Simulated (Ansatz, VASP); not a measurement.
**KCl in VASP and in Ansatz**

The input INCAR:

```
  ALGO = Normal
  EDIFF = 1E-7
  ENCUT = 520
  GGA = PS
  ISIF = 2
  ISMEAR = 0
  LASPH = T
  LCHARG = F
  LREAL = F
  LWAVE = F
  NBANDS = 15
  NELM = 80
  PREC = Accurate
  SIGMA = 0.05
```

The input KPOINTS:

```
k-points
0
Gamma
  6 6 6
```

File POSCAR:

```
KCl
1.0
    3.6472362000      0.0000000000      0.0000000000
    0.0000000000      3.6472362000      0.0000000000
    0.0000000000      0.0000000000      3.7432161000
K Cl
1 1
Direct
    0.0000000000      0.0000000000      0.0000000000
    0.5000000000      0.5000000000      0.5000000000
```

Input for Ansatz:

```yaml
crystal:
  lattice:
    - [3.6472362, 0.0, 0.0]
    - [0.0, 3.6472362, 0.0]
    - [0.0, 0.0, 3.7432161]
  atoms:
    - { symbol: K, position: [0.0, 0.0, 0.0] }
    - { symbol: Cl, position: [0.5, 0.5, 0.5] }
basis:
  ecutwfc: 420
kpoints:
  mp_grid: { grid: [6, 6, 6] }
hamiltonian:
  xc: pbesol
scf:
  occupations: { method: gaussian, width: 0.05 }
output:
  forces: true
  stress: true
  eigenvalues: true
```

Change from the starting cell: strain -0.050 along x and y, -0.025 along z, atoms carried along.

Alike in both runs: task single point; functional PBEsol; k mesh 6 × 6 × 6; occupations gaussian, width 0.05 eV; no spin polarisation.

|  | VASP | Ansatz |
| --- | --- | --- |
| version | VASP 6.6.1 | Ansatz 0.2.0 |
| potentials or method | VASP PAW PBE potentials, release 64 (K_sv, Cl), cutoff 520 eV | scalar-relativistic, plane waves, PAW |
| valence electrons in the cell | 16 | 16 |

Ansatz gave:

```
gap on the k mesh at the Fermi level (eV)                     : 5.12
least direct gap on the mesh (eV)                             : 5.35
pressure (GPa)                                                : 1.2
traceless stress, the component that is largest in VASP (GPa) : -0.84
```

**Question.** Estimate VASP's values.

**Answer.** gap on the k mesh at the Fermi level (eV): 5.12; least direct gap on the mesh (eV): 5.34; pressure (GPa): 1.2; traceless stress, the component that is largest in VASP (GPa): -0.84.

VASP's potentials were made for PBE, not for PBEsol. The functional is the same, so the differences come from potentials, cutoffs and numerics.
